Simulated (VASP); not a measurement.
# CuI2 (P-3m1) in VASP: a series of runs

The runs below take CuI2 through single point, with PBE, LDA.

All numbers are computed with VASP 6.6.1; they aren't measurements. Logs are shortened: lines on timing, memory, paths and dates and some standing lists are left out, and cuts for length are marked.

## (1) The cell of the first run

It takes space group P-3m1 (No. 164, trigonal). Conventional cell: a = 3.946 Å, b = 3.946 Å, c = 8.142 Å, α = 90.00°, β = 90.00°, γ = 120.00°. Within 3.7 Å of Cu (site symmetry -3m) lie 6 I at 2.78 Å. I (site symmetry 3m) has 3 Cu at 2.78 Å within 3.7 Å.

## (2) Single point, PBE, collinear spin (36.60 Å³/atom)

Input file INCAR:

```
SYSTEM = CuI2
PREC = Accurate ; ENCUT = 600
EDIFF = 1E-6 ; ISMEAR = 0
SIGMA = 0.05 ; LREAL = .False.
LASPH = .True. ; NELM = 200
ALGO = Normal ; ISIF = 2
LWAVE = .False. ; LCHARG = .False.
ISPIN = 2 ; MAGMOM = 0.16 0 0
LORBIT = 11 ; LMAXMIX = 4
GGA = PE ; NBANDS = 24
GGA_COMPAT = .False.
```

Input file KPOINTS:

```
Automatic mesh
0
Gamma
  10 10 6
  0 0 0
```

Input file POSCAR:

```
CuI2
1.0
    3.9457538553      0.0000000000      0.0000000000
   -1.9728769276      3.4171230758      0.0000000000
    0.0000000000      0.0000000000      8.1424013692
Cu I
1 2
Direct
    0.0000000000      0.0000000000      0.0000000000
    0.3333333333      0.6666666667      0.1964895582
    0.6666666667      0.3333333333      0.8035104418
```

Potentials or basis: VASP PAW PBE potentials, release 64 (Cu, I).

Started as:

```
$ cat potpaw_PBE.64/Cu/POTCAR potpaw_PBE.64/I/POTCAR > POTCAR
$ mpirun -np 1 vasp_std > vasp.out
```

OUTCAR:

```text
SYSTEM = CuI2
   PREC = Accurate
   ENCUT = 600
   EDIFF = 1E-6
   ISMEAR = 0
   LREAL = .False.
   LASPH = .True.
   NELM = 200
   ISIF = 2
   ISPIN = 2
   LORBIT = 11
   GGA = PE

 ion  position               nearest neighbor table
   1  0.000  0.000  0.000-   2 2.78   3 2.78   3 2.78   2 2.78   3 2.78   2 2.78
   2  0.333  0.667  0.196-   1 2.78   1 2.78   1 2.78
   3  0.667  0.333  0.804-   1 2.78   1 2.78   1 2.78

  LATTYP: Found a hexagonal cell.
 ALAT       =     3.9457538553
 C/A-ratio  =     2.0635857349

  Lattice vectors:

 A1 = (   3.9457538553,   0.0000000000,   0.0000000000)
 A2 = (  -1.9728769276,   3.4171230758,   0.0000000000)
 A3 = (   0.0000000000,   0.0000000000,   8.1424013692)

Analysis of symmetry for initial positions (statically):
=====================================================================
 Subroutine PRICEL returns:
 Original cell was already a primitive cell.

 Routine SETGRP: Setting up the symmetry group for a
 hexagonal supercell.

 Subroutine GETGRP returns: Found 12 space group operations
 (whereof 12 operations were pure point group operations)
 out of a pool of 24 trial point group operations.

The static configuration has the point symmetry D_3d.

Analysis of symmetry for dynamics (positions and initial velocities):
=====================================================================
 Subroutine PRICEL returns:
 Original cell was already a primitive cell.

 Routine SETGRP: Setting up the symmetry group for a
 hexagonal supercell.

 Subroutine GETGRP returns: Found 12 space group operations
 (whereof 12 operations were pure point group operations)
 out of a pool of 24 trial point group operations.

The dynamic configuration has the point symmetry D_3d.

Analysis of structural, dynamic, and magnetic symmetry:
=====================================================================
 Subroutine PRICEL returns:
 Original cell was already a primitive cell.

 Routine SETGRP: Setting up the symmetry group for a
 hexagonal supercell.

 Subroutine GETGRP returns: Found 12 space group operations
 (whereof 12 operations were pure point group operations)
 out of a pool of 24 trial point group operations.

The overall configuration has the point symmetry D_3d.

 Subroutine INISYM returns: Found 12 space group operations
 (whereof 12 operations are pure point group operations),
 and found     1 'primitive' translations

----------------------------------------------------------------------------------------

                                     Primitive cell

  volume of cell :     109.7850

  direct lattice vectors                    reciprocal lattice vectors
     3.945753855  0.000000000  0.000000000     0.253436995  0.146321917  0.000000000
    -1.972876928  3.417123076  0.000000000     0.000000000  0.292643835  0.000000000
     0.000000000  0.000000000  8.142401369     0.000000000  0.000000000  0.122813892

  length of vectors
     3.945753855  3.945753855  8.142401369     0.292643835  0.292643835  0.122813892

  position of ions in fractional coordinates (direct lattice)
     0.000000000  0.000000000  0.000000000
     0.333333333  0.666666667  0.196489558
     0.666666667  0.333333333  0.803510442

  ion indices of the primitive-cell ions
   primitive index   ion index
                 1           1
                 2           2
                 3           3

----------------------------------------------------------------------------------------

 KPOINTS: Automatic mesh

Automatic generation of k-mesh.
 Grid dimensions read from file:
 generate k-points for:   10   10    6

 Generating k-lattice:

  Cartesian coordinates                     Fractional coordinates (reciprocal lattice)
     0.025343699  0.014632192  0.000000000     0.100000000  0.000000000  0.000000000
     0.000000000  0.029264383  0.000000000     0.000000000  0.100000000  0.000000000
     0.000000000  0.000000000  0.020468982     0.000000000  0.000000000  0.166666667

  Length of vectors
     0.029264383  0.029264383  0.020468982

  Shift w.r.t. Gamma in fractional coordinates (k-lattice)
     0.000000000  0.000000000  0.000000000

 Subroutine IBZKPT returns following result:
 ===========================================

 Found     72 irreducible k-points:

 Following reciprocal coordinates:
            Coordinates               Weight
  0.000000  0.000000  0.000000      1.000000
  0.100000  0.000000  0.000000      6.000000
  0.200000  0.000000  0.000000      6.000000
  0.300000 -0.000000  0.000000      6.000000
  0.400000  0.000000  0.000000      6.000000
  0.500000 -0.000000  0.000000      3.000000
[... 16 lines left out ...]
  0.000000  0.400000  0.166667      6.000000
  0.500000 -0.000000  0.166667      6.000000
 [... further k-points ...]
   k-points           NKPTS =     72   k-points in BZ     NKDIM =     72   number of bands    NBANDS=     24
   number of dos      NEDOS =    301   number of ions     NIONS =      3
   total plane-waves  NPLWV =  71680
   dimension x,y,z NGX =    32 NGY =   32 NGZ =   70
   dimension x,y,z NGXF=    64 NGYF=   64 NGZF=  140
   ions per type =               1   2
   NGX,Y,Z   is equivalent  to a cutoff of  13.48, 13.48, 14.29 a.u.
   NGXF,Y,Z  is equivalent  to a cutoff of  26.97, 26.97, 28.58 a.u.
 SYSTEM =  CuI2
   PREC   = accura    normal or accurate (medium, high low for compatibility)
   ISTART =      0    job   : 0-new  1-cont  2-samecut
   ICHARG =      2    charge: 1-file 2-atom 10-const
   ISPIN  =      2    spin polarized calculation?
   LNONCOLLINEAR =      F non collinear calculations
   LSORBIT =      F    spin-orbit coupling
   LASPH  =      T    aspherical Exc in radial PAW
   ENCUT  =  600.0 eV  44.10 Ry    6.64 a.u.   7.88  7.88 16.26*2*pi/ulx,y,z
   NELM   =    200;   NELMIN=  2; NELMDL= -5     # of ELM steps
   EDIFF  = 0.1E-05   stopping-criterion for ELM
   LREAL  =      F    real-space projection
   EDIFFG = 0.1E-04   stopping-criterion for IOM
   NSW    =      0    number of steps for IOM
   IBRION =     -1    ionic relax: 0-MD 1-quasi-New 2-CG
   NFREE  =      0    steps in history (QN), initial steepest desc. (CG)
   ISIF   =      2    stress and relaxation
   ISYM   =      2    0-nonsym 1-usesym 2-fastsym
   POTIM  = 0.5000    time-step for ionic-motion
   TEBEG  =    0.0;   TEEND  =   0.0 temperature during run
   PSTRESS=    0.0 pullay stress
   NELECT =      25.0000    total number of electrons
   NUPDOWN=      -1.0000    fix difference up-down
   EMIN   =  10.00;   EMAX   =-10.00  energy-range for DOS
   EFERMI =   0.00;   METHOD = LEGACY
   ISMEAR =     0;   SIGMA  =   0.05  broadening in eV -4-tet -1-fermi 0-gaus
   EFERMI_NEDOS =   21; number of points for ismear=-14 and -15
   IALGO  =     38    algorithm
   IMIX   =      4    mixing-type and parameters
     AMIX     =   0.40;   BMIX     =  1.00
     AMIX_MAG =   1.60;   BMIX_MAG =  1.00
  volume/ion in A,a.u.               =      36.60       246.96
  Fermi-wavevector in a.u.,A,eV,Ry     =   0.999709  1.889177 13.597921  0.999419
  Thomas-Fermi vector in A             =   2.132018
   LORBIT       =     11    0 simple, 1 ext, 2 COOP (PROOUT), +10 PAW based schemes
   GGA     = PE    functional components
   LHFCALC =     F    Hartree Fock is set to
   AEXX    =    0.0000 exact exchange contribution
   IVDW    =     0    specifies the selected vdW correction
   LEPSILON=     F    determine dielectric tensor
   LRPA    =     F    only Hartree local field effects (RPA)
 spin polarized calculation
 Gauss-broadening in eV      SIGMA  =   0.05
  energy-cutoff  :      600.00
  volume of cell :      109.79
 maximum number of plane-waves:      3691
   NGX = 15   NGY = 15   NGZ = 33

 number of electron      24.9999995 magnetization       0.3593696

 Free energy of the ion-electron system (eV)
  ---------------------------------------------------
  ext. energy  EPLUGINS =         0.00000000
  ---------------------------------------------------
  free energy    TOTEN  =        -6.88162409 eV

  energy without entropy =       -6.87476511  energy(sigma->0) =       -6.87819460

 E-fermi :   2.2800     XC(G=0):  -7.8759

 val. band max:        2.2782861485   @ k =  -0.1000   0.5000   0.3333
 cond. band min:       2.2838037608   @ k =   0.2000   0.2000   0.0000
 fundamental gap:      0.0055176123
 Fermi energy:         2.2800045790

 spin component 1

 k-point     1 :       0.0000    0.0000    0.0000
  band No.  band energies     occupation
      1     -10.8038      1.00000
      2     -10.0930      1.00000
      3      -2.0452      1.00000
      4      -0.5753      1.00000
      5      -0.5753      1.00000
      6       0.2489      1.00000
[... 16 lines left out ...]
     23      13.2200      0.00000
     24      13.3439      0.00000
[... 598 lines left out ...]
      2      -9.7060      1.00000
      3      -2.5956      1.00000
      4      -1.6546      1.00000
      5      -0.5792      1.00000
      6      -0.5422      1.00000
[... 16 lines left out ...]
     23      14.2706      0.00000
     24      15.2129      0.00000

 [... further k-points ...]

 spin component 2

 k-point     1 :       0.0000    0.0000    0.0000
  band No.  band energies     occupation
      1     -10.7316      1.00000
      2     -10.0122      1.00000
      3      -2.0000      1.00000
      4      -0.4209      1.00000
      5      -0.4209      1.00000
      6       0.3475      1.00000
[... 16 lines left out ...]
     23      13.2523      0.00000
     24      13.3724      0.00000
[... 598 lines left out ...]
      2      -9.6248      1.00000
      3      -2.5414      1.00000
      4      -1.5891      1.00000
      5      -0.4194      1.00000
      6      -0.4174      1.00000
[... 16 lines left out ...]
     23      14.3252      0.00000
     24      15.2560      0.00000

 [... further k-points ...]

------------------------ aborting loop because EDIFF is reached ----------------------------------------

  FORCE on cell =-STRESS in cart. coord.  units (eV):
  Direction    XX          YY          ZZ          XY          YZ          ZX
  --------------------------------------------------------------------------------------
  -------------------------------------------------------------------------------------
  Total       -0.1437213     -0.1437213     -0.0781148     -0.0000000      0.0000000      0.0000000
  in kB       -2.0974354     -2.0974354     -1.1399899     -0.0000000      0.0000000      0.0000000
  external PRESSURE =      -1.7782869 kB  Pullay stress =       0.0000000 kB

 VOLUME and BASIS-vectors are now :
 -----------------------------------------------------------------------------
  energy-cutoff  :      600.00
  volume of cell :      109.79
      direct lattice vectors                 reciprocal lattice vectors
     3.945753855  0.000000000  0.000000000     0.253436995  0.146321917  0.000000000
    -1.972876928  3.417123076  0.000000000     0.000000000  0.292643835  0.000000000
     0.000000000  0.000000000  8.142401369     0.000000000  0.000000000  0.122813892

 POSITION                                       TOTAL-FORCE (eV/Angst)
 -----------------------------------------------------------------------------------
      0.00000      0.00000      0.00000        -0.000000      0.000000      0.000000
     -0.00000      2.27808      1.59990         0.000000     -0.000000      0.009252
      1.97288      1.13904      6.54250        -0.000000      0.000000     -0.009252
 -----------------------------------------------------------------------------------
    total drift:                               -0.000000     -0.000000      0.000000

  FREE ENERGIE OF THE ION-ELECTRON SYSTEM (eV)
  ---------------------------------------------------
  free  energy   TOTEN  =        -6.8816240902 eV

  energy  without entropy=       -6.8747651055  energy(sigma->0) =       -6.87819460

 total charge

# of ion       s       p       d       tot
------------------------------------------
    1        0.313   0.255   9.205   9.773
    2        1.521   2.711   0.025   4.257
    3        1.521   2.711   0.025   4.257
--------------------------------------------------
tot          3.355   5.677   9.256  18.288

 magnetization (x)

# of ion       s       p       d       tot
------------------------------------------
    1       -0.002  -0.002   0.132   0.129
    2        0.003   0.078   0.000   0.081
    3        0.003   0.078   0.000   0.081
--------------------------------------------------
tot          0.004   0.155   0.132   0.291
```

Run time: 11 min. Hardware: 1 thread of Intel Xeon 8259CL, shared host; peak memory 0.55 GiB.

Results:

* Free energy: -6.8816 eV
* Pressure: -0.2 GPa
* Largest force: 0.009 eV/Å
* Net moment: 0.36 μB per cell
* Site moments: Cu +0.13; I +0.08 μB
* Valence electrons inside the program's atomic spheres: Cu 9.77; I 4.26

Forces on the atoms (eV/Å):
```
Cu   0.000  0.000  0.000
I    0.000  0.000  0.009
I    0.000  0.000 -0.009
```

Levels at points of the mesh, in eV from the Fermi level:
Spin up:
```tsv
k point	band 10	band 11	band 12	band 13	band 14	band 15
(0.00, 0.00, 0.00)	-0.45	-0.45	0.31	0.31	3.47	4.85
(0.50, 0.00, 0.00)	-1.86	-1.80	-0.21	0.03	2.90	5.16
(0.00, 0.00, 0.50)	-0.46	-0.46	0.31	0.31	4.32	4.85
(0.50, 0.00, 0.50)	-1.85	-1.80	-0.19	0.01	2.81	5.14
```
Spin down:
```csv
k point,band 9,band 10,band 11,band 12,band 13,band 14,band 15,band 16
"(0.00, 0.00, 0.00)",-1.14,-0.36,-0.36,0.44,0.44,3.49,4.87,6.47
"(0.50, 0.00, 0.00)",-1.80,-1.78,-1.72,-0.08,0.18,2.94,5.19,5.96
"(0.00, 0.00, 0.50)",-1.54,-0.37,-0.37,0.45,0.45,4.35,4.87,6.01
"(0.50, 0.00, 0.50)",-1.80,-1.77,-1.72,-0.05,0.16,2.85,5.18,5.74
```

Caveat: spin-orbit coupling is left out, which moves the levels of the heavy elements; this functional lacks dispersion, which binds the layers, so the pressure and a relaxed spacing across them are unreliable.

## (3) Single point, LDA, collinear spin

This run uses another cell than the first one, of 34.20 Å³/atom.

Input file INCAR:

```
  PREC = Accurate
  ENCUT = 520
  EDIFF = 1E-6
  ISMEAR = 0
  SIGMA = 0.05
  LREAL = False
  LASPH = True
  NELM = 150
  ALGO = Normal
  ISIF = 2
  LWAVE = False
  LCHARG = False
  ISPIN = 2
  MAGMOM = 0.15 0 0
  LORBIT = 11
  LMAXMIX = 4
  NBANDS = 24
```

Input file KPOINTS:

```
Automatic mesh
0
Gamma
  10 10 6
```

Input file POSCAR:

```
CuI2
1.0
    3.9381874456      0.0000000000      0.0000000000
   -1.9690937228      3.4105703727      0.0000000000
    0.0000000000      0.0000000000      7.6389899943
Cu I
1 2
Direct
    0.0000000000      0.0000000000      0.0000000000
    0.3333333333      0.6666666667      0.2097196765
    0.6666666667      0.3333333333      0.7902803235
```

Potentials or basis: VASP PAW LDA potentials, release 64 (Cu, I).

Started as:

```
$ cat potpaw_LDA.64/Cu/POTCAR potpaw_LDA.64/I/POTCAR > POTCAR
$ mpirun -np 1 vasp_std > vasp.out
```

Run time: 3.3 min. Hardware: 1 thread of AMD EPYC 9R45 (Zen 5), shared host; peak memory 0.35 GiB.

The run converged. Its results:

* Free energy: -8.6771 eV
* Pressure: -3.6 GPa
* Largest force: 0.456 eV/Å
* Net moment: 0.01 μB per cell
* Valence electrons inside the program's atomic spheres: Cu 9.80; I 4.25

Forces on the atoms (eV/Å):
```
Cu   0.000  0.000  0.000
I    0.000  0.000 -0.456
I    0.000  0.000  0.456
```

Stress tensor (GPa, compression positive):
```
-3.89  0.00  0.00
 0.00 -3.89  0.00
 0.00  0.00 -3.07
```

Levels at points of the mesh, in eV from the Fermi level:
Spin up:
```tsv
k point	band 8	band 9	band 10	band 11	band 12	band 13	band 14	band 15	band 16	band 17
(0.00, 0.00, 0.00)	-1.82	-0.99	-0.36	-0.36	0.40	0.40	3.29	4.78	6.64	6.64
(0.50, 0.00, 0.00)	-2.00	-1.87	-1.80	-1.77	-0.16	0.14	2.88	5.06	5.82	7.00
(0.00, 0.00, 0.50)	-1.77	-1.72	-0.37	-0.37	0.42	0.42	4.37	4.78	6.36	6.59
(0.50, 0.00, 0.50)	-1.98	-1.87	-1.77	-1.76	-0.10	0.09	2.71	4.96	5.58	5.99
```
Spin down:
```csv
k point,band 10,band 11,band 12,band 13,band 14,band 15
"(0.00, 0.00, 0.00)",-0.35,-0.35,0.41,0.41,3.29,4.78
"(0.50, 0.00, 0.00)",-1.79,-1.77,-0.16,0.14,2.88,5.06
"(0.00, 0.00, 0.50)",-0.37,-0.37,0.43,0.43,4.37,4.79
"(0.50, 0.00, 0.50)",-1.77,-1.76,-0.09,0.09,2.72,4.96
```

Caveat: the cell stands under tension; spin-orbit coupling is left out, which moves the levels of the heavy elements.
